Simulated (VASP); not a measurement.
**Sn: single point with LDA**

Sn:

```
CELL_PARAMETERS angstrom
-1.92572 1.92572 1.92572
1.92572 -1.92572 1.92572
1.92572 1.92572 -1.92572
ATOMIC_POSITIONS crystal
Sn 0.00000 0.00000 0.00000
```

```yaml
Program: VASP 6.6.1
Task: single point
Functional: LDA
Potentials_or_basis: VASP PAW LDA potentials, release 64 (Sn_d)
Cutoff: 500 eV
k_mesh: 12 × 12 × 12
Occupations: methfessel-paxton, width 0.15 eV
Spin: no spin polarisation
Dipole_correction: no
Further_INCAR_settings: ALGO = Normal; EDIFF = 1e-06; NBANDS = 13
```

- Pressure: -5.3 GPa
- Band gap on the k mesh: zero (band 7 reaches 14.61 eV, above the bottom of band 8 at 4.95 eV)

Levels at points of the mesh, in eV from the Fermi level:
```csv
k point,band 4,band 5,band 6,band 7,band 8,band 9,band 10,band 11
"(0.00, 0.00, 0.00)",-21.34,-21.34,-10.78,7.36,7.36,7.36,12.08,12.08
"(0.50, 0.00, 0.00)",-21.34,-21.26,-6.45,-4.17,3.35,5.19,7.72,8.17
"(0.50, 0.50, 0.50)",-21.28,-21.28,-2.91,-0.46,-0.46,-0.46,3.95,3.95
```

Run time: 9.2 s on 1 thread of Intel(R) Xeon(R) Platinum 8375C CPU @ 2.90GHz (Ice Lake) (shared host), peak memory 0.14 GiB.

Caveat: spin-orbit coupling is left out, which moves the levels of the heavy elements.
